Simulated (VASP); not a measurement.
A run of VASP 6.6.1:

File INCAR:

```
PREC = Accurate ; ENCUT = 600
EDIFF = 1E-6 ; ISMEAR = 0
SIGMA = 0.1 ; LREAL = False
LASPH = True ; NELM = 100
ALGO = Normal ; ISIF = 3
LWAVE = False ; LCHARG = False
GGA = PE ; IBRION = 2
NSW = 90 ; EDIFFG = -0.04
```

Contents of KPOINTS:

```
Automatic mesh
0
Gamma
  6 6 6
```

File POSCAR:

```
GaAs
1.0
   -2.2805513500      2.2805513500      2.7035885800
    2.2805513500     -2.2805513500      2.7035885800
    2.2805513500      2.2805513500     -2.7035885800
Ga As
1 1
Direct
    0.0000000000      0.0000000000      0.0000000000
    0.5000000000      0.5000000000      0.0000000000
```

Potentials or basis: VASP PAW PBE potentials, release 64 (Ga_d, As).

Launch:

```sh
$ cat potpaw_PBE.64/Ga_d/POTCAR potpaw_PBE.64/As/POTCAR > POTCAR
$ mpirun -np 1 vasp_std > vasp.out
```

Hardware: 1 thread of AMD EPYC 9R45 96-Core Processor (Zen 5) (shared host).

Estimate the wall time of this run.

It took 110 s on 1 thread of AMD EPYC 9R45 96-Core Processor (Zen 5), with other jobs on the host, peak memory 0.2 GiB. Counts: scf iterations 88, k points 30, ion steps 12.
